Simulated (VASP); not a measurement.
Input of a VASP 6.6.1 run:

Contents of INCAR:

```
SYSTEM = SiC
PREC = Accurate
ENCUT = 520
EDIFF = 1E-7
ISMEAR = 0
SIGMA = 0.05
LREAL = .False.
LASPH = .True.
NELM = 80
ALGO = Normal
ISIF = 2
LWAVE = .False.
LCHARG = .False.
GGA = PE
NBANDS = 11
```

The input KPOINTS:

```
Automatic mesh
0
Gamma
  12 12 12
  0 0 0
```

File POSCAR:

```
SiC
1.0
    0.0000000000      2.0650937190      2.0650937190
    2.0650937190      0.0000000000      2.0650937190
    2.1329664659      2.1329664659     -0.0678727469
Si C
1 1
Direct
    0.0000000000      0.0000000000      0.0000000000
    0.7500000000      0.7500000000      0.7500000000
```

Potentials or basis: VASP PAW PBE potentials, release 64 (Si, C).

Command:

```console
$ cat potpaw_PBE.64/Si/POTCAR potpaw_PBE.64/C/POTCAR > POTCAR
$ mpirun -np 1 vasp_std > vasp.out
```

Task: Predict the largest force.

Result: 0.710 eV/Å.

Task: Estimate the pressure.

Result: 35.6 GPa.

Task: Estimate the band gap on the k mesh.

Result: 1.08 eV, indirect (least direct gap 4.32 eV).

Forces on the atoms (eV/Å):
```
Si   0.410  0.410 -0.410
C   -0.410 -0.410  0.410
```

A k mesh can miss the band edges. PBE gaps usually lie below the measured ones, often by a third to a half.
